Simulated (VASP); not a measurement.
## W: single point with PBE

W:

```
W
1.0
    -1.59200    1.59200    1.59200
     1.59200   -1.59200    1.59200
     1.59200    1.59200   -1.59200
W
1
Direct
  0.00000 0.00000 0.00000
```

| Item | Value |
| --- | --- |
| Program | VASP 6.6.1 |
| Task | single point |
| Functional | PBE |
| Potentials or basis | VASP PAW PBE potentials, release 64 (W_sv) |
| Cutoff | 520 eV |
| k mesh | 35 × 35 × 35 |
| Occupations | methfessel-paxton, width 0.1 eV |
| Spin | no spin polarisation |

- Pressure: 0.4 GPa
- Band gap on the k mesh: zero (bands 7 and 8 overlap by 6.13 eV)

Levels at points of the mesh, in eV from the Fermi level:
| k point | band 4 | band 5 | band 6 | band 7 | band 8 | band 9 | band 10 | band 11 |
| --- | --- | --- | --- | --- | --- | --- | --- | --- |
| (0.00, 0.00, 0.00) | -37.84 | -9.58 | -1.24 | -1.24 | -1.24 | 2.18 | 2.18 | 14.44 |

Wall time 66 s on 1 thread of Intel(R) Xeon(R) 6975P-C (Granite Rapids) (shared host), peak memory 0.33 GiB.

Caveat: spin-orbit coupling is left out, which moves the levels of the heavy elements.
